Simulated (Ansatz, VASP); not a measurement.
**TiO2: VASP beside Ansatz**

Contents of POSCAR:

```
TiO2
1.0
    2.6805548658     -2.7284128728     -0.0617389515
    2.6752617647      2.7231209861     -0.0543959535
   -2.7090875630      0.0090815493      4.8052823094
Ti O
2 4
Direct
    0.1219484995      0.8575515384      0.2362471605
    0.8755807488      0.1482181876      0.7558577591
    0.3540058329      0.0989456189      0.6738295210
    0.6731971283      0.9418963086      0.3216654504
    0.9681807552      0.6826863602      0.8467382601
    0.0640405078      0.3491038293      0.1745947979
```

File INCAR.step1:

```
  PREC = Accurate
  ENCUT = 910
  ISMEAR = 0
  SIGMA = 0.02
  LREAL = False
  LASPH = True
  NELM = 120
  NBANDS = 33
  GGA = PE
  ALGO = Normal
  EDIFF = 1E-5
  LWAVE = True
  LCHARG = False
  GGA_COMPAT = False
```

INCAR.step2

```
  PREC = Accurate
  ENCUT = 910
  EDIFF = 1E-6
  ISMEAR = 0
  SIGMA = 0.02
  LREAL = False
  LASPH = True
  NELM = 120
  ALGO = Normal
  ISIF = 2
  LWAVE = False
  LCHARG = False
  METAGGA = R2SCAN
  LMIXTAU = True
  NBANDS = 33
  ISTART = 1
  GGA_COMPAT = False
```

The input KPOINTS:

```
Automatic mesh
0
Gamma
  1 1 1
```

Input for Ansatz:

```yaml
crystal:
  lattice:
    - [2.6805548658, -2.7284128728, -0.0617389515]
    - [2.6752617647, 2.7231209861, -0.0543959535]
    - [-2.709087563, 0.0090815493, 4.8052823094]
  atoms:
    - { symbol: Ti, position: [0.1219484995, 0.8575515384, 0.2362471605] }
    - { symbol: Ti, position: [0.8755807488, 0.1482181876, 0.7558577591] }
    - { symbol: O, position: [0.3540058329, 0.0989456189, 0.673829521] }
    - { symbol: O, position: [0.6731971283, 0.9418963086, 0.3216654504] }
    - { symbol: O, position: [0.9681807552, 0.6826863602, 0.8467382601] }
    - { symbol: O, position: [0.0640405078, 0.3491038293, 0.1745947979] }
basis:
  ecutwfc: 500
kpoints:
  mp_grid: { grid: [1, 1, 1] }
hamiltonian:
  xc: r2scan
scf:
  occupations: { method: gaussian, width: 0.02 }
output:
  forces: true
  stress: true
  eigenvalues: true
```

Change from the starting cell: kmesh displaced: [1, 1, 1] Gamma-centred.

Alike in both runs: task single point; functional r2SCAN; k mesh 1 × 1 × 1; occupations gaussian, width 0.02 eV; no spin polarisation.

|  | VASP | Ansatz |
| --- | --- | --- |
| version | VASP 6.6.1 | Ansatz 0.2.0 |
| potentials or method | VASP PAW PBE potentials, release 64 (Ti_sv, O_h), cutoff 910 eV | scalar-relativistic, plane waves, PAW |
| valence electrons in the cell | 48 | 48 |

VASP gave:

- gap on the k mesh at the Fermi level (eV): 2.35
- least direct gap on the mesh (eV): 2.35
- rms of the force components (eV/Å): 3.622

Task: What did Ansatz give for the same quantities?

Result: gap on the k mesh at the Fermi level (eV): 2.32; least direct gap on the mesh (eV): 2.32; rms of the force components (eV/Å): 3.663.

VASP's potentials were made for PBE, not for r2SCAN. Atom by atom the forces differ by 0.070 eV/Å (rms over components). The functional is the same, so the differences come from potentials, cutoffs and numerics.

The k mesh is coarse, so the values compare programs but aren't converged. Noted on VASP's run: the cutoff is short for stress, so the pressure is rough.
